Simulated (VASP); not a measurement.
BeTe:

```xyz
2
Lattice="0.0000 2.7700 2.7700 2.7700 0.0000 2.7700 2.7700 2.7700 0.0000" Properties=species:S:1:pos:R:3 pbc="T T T"
Be    0.0000    0.0000    0.0000
Te    1.3850    1.3850    1.3850
```

* Program: VASP 6.6.1
* Task: relaxation of cell and atoms
* Functional: PBE
* Potentials or basis: VASP PAW PBE potentials, release 64 (Be, Te)
* Cutoff: 600 eV
* k mesh: 6 × 6 × 6
* Occupations: gaussian, width 0.01 eV
* Spin: no spin polarisation

At the start: pressure 4.5 GPa; volume 21.25 Å³/atom.

**Question.** How do energy, volume and symmetry change on relaxing?

**Answer.** Over 3 steps the energy falls by 20.2 meV/atom and the volume is 22.78 Å³/atom (+7.2 %); space group F-43m (No. 216, to 0.05 Å).

The path:
| step | energy change (eV) | largest force (eV/Å) | pressure (GPa) | volume (Å³) |
| --- | --- | --- | --- | --- |
| 1 | 0.0000 | 0.0000 | 4.50 | 42.51 |
| 2 | -0.0384 | 0.0000 | -0.87 | 46.29 |
| 3 | -0.0404 | 0.0000 | 0.01 | 45.55 |

Final structure:
```
CELL_PARAMETERS angstrom
0.00000 2.83458 2.83458
2.83458 0.00000 2.83458
2.83458 2.83458 0.00000
ATOMIC_POSITIONS crystal
Be 0.00000 0.00000 0.00000
Te 0.25000 0.25000 0.25000
```
